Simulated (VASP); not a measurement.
# In3SbAs2 (P3m1) in VASP: a series of runs, part 2 of 2

VASP 6.6.1. The steps go on from the part before.

## (4) Relaxation of cell and atoms, PBE

File INCAR:

```
SYSTEM = In3SbAs2
PREC = Accurate
ENCUT = 600
EDIFF = 1E-6
ISMEAR = 0
SIGMA = 0.1
LREAL = .FALSE.
LASPH = .TRUE.
NELM = 60
ALGO = Normal
ISIF = 3
LWAVE = .FALSE.
LCHARG = .FALSE.
GGA = PE
IBRION = 2
NSW = 90
EDIFFG = -0.04
```

File KPOINTS:

```
regular mesh
0
G
  6 6 2
  0 0 0
```

File POSCAR:

```
In3SbAs2
1.0
    4.1748599700      0.0000000000      0.0000000000
   -2.0874299800      3.6155347900      0.0000000000
    0.0000000000      0.0000000000     10.2262766700
In Sb As
3 1 2
Direct
    0.0000000000      0.0000000000      0.0000000000
    0.3333333300      0.6666666700      0.6666666700
    0.6666666700      0.3333333300      0.3333333300
    0.0000000000      0.0000000000      0.2500000000
    0.3333333300      0.6666666700      0.9166666700
    0.6666666700      0.3333333300      0.5833333300
```

Launch:

```sh
$ cat potpaw_PBE.64/In_d/POTCAR potpaw_PBE.64/Sb/POTCAR potpaw_PBE.64/As/POTCAR > POTCAR
$ mpirun -np 1 vasp_std > vasp.out
```

Run time: 5.2 min. Hardware: 1 thread of Intel Xeon 6975P-C (Granite Rapids), shared host; peak memory 0.39 GiB.

The run converged. Its results:

* Free energy: -22.2371 eV
* Relaxed volume: 31.90 Å³/atom
* Relaxed cell: a = 4.485 Å, b = 4.485 Å, c = 10.986 Å, α = 90.00°, β = 90.00°, γ = 120.00°
* Space group after relaxing (to 0.1 Å): P3m1 (No. 156)
* Energy gained by relaxing: 286.1 meV/atom
* Ionic steps: 10
* Pressure after relaxing: 0.0 GPa
* Largest force after relaxing: 0.013 eV/Å
* Band gap on the k mesh: zero (filled and empty bands touch)

Forces on the atoms (eV/Å):
```
In   0.000  0.000 -0.007
In   0.000  0.000 -0.013
In   0.000  0.000  0.009
Sb   0.000  0.000  0.012
As   0.000  0.000  0.010
As   0.000  0.000 -0.010
```

The path:
```tsv
step	energy change (eV)	largest force (eV/Å)	pressure (GPa)	volume (Å³)
1	0.0000	1.5832	16.27	154.36
2	-1.2396	0.2183	-4.30	220.39
3	-1.6568	0.5359	-0.14	192.78
4	-1.6564	0.5232	-0.37	193.61
5	-1.6798	0.3441	-0.26	193.06
6	-1.7050	0.4084	0.03	191.40
7	-1.7056	0.3800	-0.03	191.63
8	-1.7147	0.1178	0.05	191.12
9	-1.7147	0.1164	0.06	191.10
10	-1.7164	0.0130	-0.02	191.41
```

Final structure:
```
CELL_PARAMETERS angstrom
4.48542 0.00000 0.00000
-2.24271 3.88449 0.00000
0.00000 0.00000 10.98553
ATOMIC_POSITIONS crystal
In 0.00000 0.00000 0.98740
In 0.33333 0.66667 0.66649
In 0.66667 0.33333 0.34683
Sb 0.00000 0.00000 0.24830
As 0.33333 0.66667 0.91079
As 0.66667 0.33333 0.59020
```

Levels at points of the mesh, in eV from the Fermi level:
```
           k point  band 24  band 25  band 26  band 27  band 28  band 29  band 30  band 31
(0.00, 0.00, 0.00)    -0.91    -0.91    -0.31    -0.01    -0.01     0.18     1.19     3.28
(0.50, 0.00, 0.00)    -2.32    -2.21    -1.69    -1.23     1.24     1.48     1.50     1.86
(0.00, 0.00, 0.50)    -0.79    -0.79    -0.11    -0.11     0.15     0.34     1.41     3.38
(0.50, 0.00, 0.50)    -2.29    -1.96    -1.15    -1.04     0.38     1.44     1.82     2.56
```

Caveat: the volume moved by over 15 % at a fixed basis, so the end points are rough; semilocal functionals underestimate gaps, so a narrow gap can read as zero; spin-orbit coupling is left out, which moves the levels of the heavy elements.

## (5) Single point, PBE

This run uses another cell than the first one, of 31.85 Å³/atom.

File INCAR:

```
ALGO = Normal ; EDIFF = 1E-7
ENCUT = 520 ; GGA = PE
ISIF = 2 ; ISMEAR = 0
LASPH = T ; LCHARG = T
LELF = T ; LREAL = F
LVHAR = T ; LWAVE = F
NBANDS = 36 ; NELM = 80
PREC = Accurate ; SIGMA = 0.1
```

File KPOINTS:

```
k-points
0
Gamma
  12 12 4
```

File POSCAR:

```
In3SbAs2
1.0
    4.4810051781      0.0000000000      0.0000000000
   -2.2405025891      3.8806643188      0.0000000000
    0.0000000000      0.0000000000     10.9911255865
In Sb As
3 1 2
Direct
    0.0000000000      0.0000000000      0.9877127600
    0.3333333333      0.6666666667      0.6664183526
    0.6666666667      0.3333333333      0.3467162063
    0.0000000000      0.0000000000      0.2484604018
    0.3333333333      0.6666666667      0.9108004756
    0.6666666667      0.3333333333      0.5898918034
```

Launch:

```sh
$ cat potpaw_PBE.64/In_d/POTCAR potpaw_PBE.64/Sb/POTCAR potpaw_PBE.64/As/POTCAR > POTCAR
$ mpirun -np 1 vasp_std > vasp.out
```

Run time: 3.5 min. Hardware: 1 thread of Intel Xeon 6975P-C (Granite Rapids), shared host; peak memory 0.61 GiB.

It converged, with:

```yaml
Free_energy: -22.2631 eV
Pressure: 0.0 GPa
Largest_force: 0.013 eV/Å
Band_gap_on_the_k_mesh: zero (filled and empty bands touch)
```

Forces in eV/Å, atoms in the order of the input:
```
In   0.000  0.000  0.004
In   0.000  0.000 -0.003
In   0.000  0.000 -0.013
Sb   0.000  0.000  0.008
As   0.000  0.000  0.003
As   0.000  0.000  0.001
```

Levels at points of the mesh, in eV from the Fermi level:
```
           k point  band 25  band 26  band 27  band 28  band 29  band 30
(0.00, 0.00, 0.00)    -0.95    -0.35    -0.03    -0.03     0.15     1.18
(0.50, 0.00, 0.00)    -2.25    -1.73    -1.26     1.20     1.45     1.46
(0.00, 0.00, 0.50)    -0.83    -0.13    -0.13     0.12     0.31     1.40
(0.50, 0.00, 0.50)    -2.00    -1.20    -1.07     0.34     1.40     1.80
```

Caveat: semilocal functionals underestimate gaps, so a narrow gap can read as zero; spin-orbit coupling is left out, which moves the levels of the heavy elements.

## (6) Single point, PBE

This run uses another cell than the first one: it holds 12 atoms, not 6.

File INCAR:

```
SYSTEM = In3SbAs2
PREC = Accurate
ENCUT = 520
EDIFF = 1E-6
ISMEAR = 0
SIGMA = 0.2
LREAL = .False.
LASPH = .True.
NELM = 80
ALGO = Normal
ISIF = 2
LWAVE = .False.
LCHARG = .False.
GGA = PE
NBANDS = 66
```

File KPOINTS:

```
Automatic mesh
0
Gamma
  6 4 2
  0 0 0
```

File POSCAR:

```
In3SbAs2
1.0
    4.4810051781      0.0000000000      0.0000000000
    0.0000000000      7.7613286375      0.0000000000
    0.0000000000      0.0000000000     10.9911255865
In Sb As
6 2 4
Direct
    0.0000000000      0.0000000000      0.9877127600
    0.5000000000      0.5000000000      0.9877127600
    1.0000000000      0.3333333333      0.6664183526
    0.5000000000      0.8333333333      0.6664183526
    0.5000000000      0.1666666667      0.3467162063
    1.0000000000      0.6666666667      0.3467162063
    0.0000000000      0.0000000000      0.2484604018
    0.5000000000      0.5000000000      0.2484604018
    1.0000000000      0.3333333333      0.9108004756
    0.5000000000      0.8333333333      0.9108004756
    0.5000000000      0.1666666667      0.5898918034
    1.0000000000      0.6666666667      0.5898918034
```

Potentials or basis: VASP PAW PBE potentials, release 64 (In_d, Sb, As).

Launch:

```sh
$ cat potpaw_PBE.64/In_d/POTCAR potpaw_PBE.64/Sb/POTCAR potpaw_PBE.64/As/POTCAR > POTCAR
$ mpirun -np 1 vasp_std > vasp.out
```

Run time: 22 min. Hardware: 1 thread of Intel Xeon 8259CL, shared host; peak memory 0.75 GiB.

It converged, with:

```yaml
Free_energy: -44.5175 eV
Pressure: 0.0 GPa
Largest_force: 0.032 eV/Å
Band_gap_on_the_k_mesh: zero (filled and empty bands touch)
```

Forces in eV/Å, atoms in the order of the input:
```
In   0.000  0.000 -0.017
In   0.000  0.000 -0.017
In   0.000  0.000 -0.004
In   0.000  0.000 -0.004
In   0.000  0.002  0.032
In   0.000  0.002  0.032
Sb   0.000 -0.002 -0.015
Sb   0.000 -0.002 -0.015
As   0.000 -0.001  0.009
As   0.000 -0.001  0.009
As   0.000  0.000 -0.004
As   0.000  0.000 -0.004
```

Levels at points of the mesh, in eV from the Fermi level:
```tsv
k point	band 50	band 51	band 52	band 53	band 54	band 55	band 56	band 57	band 58	band 59
(0.00, 0.00, 0.00)	-1.03	-0.93	-0.93	-0.33	-0.04	-0.04	0.18	1.17	1.22	1.47
(0.50, 0.00, 0.00)	-2.14	-2.02	-2.02	-1.21	-1.21	1.91	1.91	2.02	2.02	2.07
(0.00, 0.50, 0.00)	-1.32	-0.99	-0.99	-0.76	-0.76	1.08	1.08	1.63	1.63	2.15
(0.50, 0.50, 0.00)	-2.24	-1.71	-1.71	-1.27	-1.27	1.22	1.22	1.47	1.47	1.48
(0.00, 0.00, 0.50)	-1.06	-0.81	-0.81	-0.13	-0.13	0.15	0.33	0.35	1.39	1.43
(0.50, 0.00, 0.50)	-2.38	-1.82	-1.82	-1.67	-1.67	1.95	1.95	2.09	2.09	3.21
(0.00, 0.50, 0.50)	-1.50	-1.42	-1.42	-0.63	-0.63	1.00	1.00	1.65	1.65	1.83
(0.50, 0.50, 0.50)	-1.98	-1.18	-1.18	-1.07	-1.07	0.35	0.35	1.43	1.43	1.80
```

Caveat: semilocal functionals underestimate gaps, so a narrow gap can read as zero; spin-orbit coupling is left out, which moves the levels of the heavy elements.

## (7) Overview

| task | cell | k mesh | cutoff (eV) | smearing | gap on the mesh (eV) | pressure (GPa) | largest force (eV/Å) |
| --- | --- | --- | --- | --- | --- | --- | --- |
| single point | a = 4.175, b = 4.175, c = 10.226 Å, angles 90.0, 90.0, 120.0°, 6 atoms, atomic positions A | 6 × 6 × 2 | 520 | gaussian 0.1 eV | 0.25 | 16.3 | 1.58 |
| single point | a = 4.484, b = 4.484, c = 10.947 Å, angles 90.0, 90.0, 120.0°, 6 atoms, atomic positions B | 6 × 6 × 2 | 520 | gaussian 0.1 eV | none | 0.2 | 0.03 |
| relaxation of cell and atoms | relaxed from a = 4.175, b = 4.175, c = 10.226 Å, angles 90.0, 90.0, 120.0°, 6 atoms, atomic positions A | 6 × 6 × 2 | 600 | gaussian 0.1 eV | none | 0.0 | 0.01 |
| single point | a = 4.481, b = 4.481, c = 10.991 Å, angles 90.0, 90.0, 120.0°, 6 atoms, atomic positions B | 12 × 12 × 4 | 520 | gaussian 0.1 eV | none | 0.0 | 0.01 |
| single point | a = 4.481, b = 7.761, c = 10.991 Å, 12 atoms, atomic positions C | 6 × 4 × 2 | 520 | gaussian 0.2 eV | none | 0.0 | 0.03 |

Alike in all rows: level PBE; potentials or basis VASP PAW PBE potentials, release 64 (In_d, Sb, As); no spin polarisation.

Caveats: spin-orbit coupling is left out, which moves the levels of the heavy elements; semilocal functionals underestimate gaps, so a narrow gap can read as zero (at least some runs); the cell stands under pressure (at least some runs); forces of over 1 eV/Å act on the atoms, so gaps and moduli don't describe the material at rest (at least some runs); the volume moved by over 15 % at a fixed basis, so the end points are rough (at least some runs).

Absolute energies hang on the potentials; compare differences alone.
